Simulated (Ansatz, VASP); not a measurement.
# One calculation of Na, two programs

```
CELL_PARAMETERS angstrom
-2.09491 2.09491 2.09491
2.09491 -2.09491 2.09491
2.09491 2.09491 -2.09491
ATOMIC_POSITIONS crystal
Na 0.00000 0.00000 0.00000
```

Alike in both runs: task relaxation of cell and atoms; functional PBE; dispersion D3(BJ); k mesh 14 × 14 × 14; occupations gaussian, width 0.1 eV; no spin polarisation.

|  | VASP | Ansatz |
| --- | --- | --- |
| version | VASP 6.6.1 | Ansatz 0.2.0 |
| potentials or method | VASP PAW PBE potentials, release 64 (Na_pv), cutoff 600 eV | scalar-relativistic, plane waves, PAW |
| valence electrons in the cell | 7 | 9 |

VASP gave:

```
gap on the k mesh at the Fermi level, each at its own relaxed structure (eV) : none
relaxed volume (Å³/atom)                                                     : 33.88
relaxed cell length with the largest relative difference (Å)                 : 3.531
```

Q: Which values does Ansatz return?

A: gap on the k mesh at the Fermi level, each at its own relaxed structure (eV): none; relaxed volume (Å³/atom): 33.98; relaxed cell length with the largest relative difference (Å): 3.534.

A gap of «none» marks a metal or a gap that the smearing closes. VASP's potentials hold 7 valence electrons a cell and Ansatz's 9, so a difference there can come from the potentials and not from the codes.
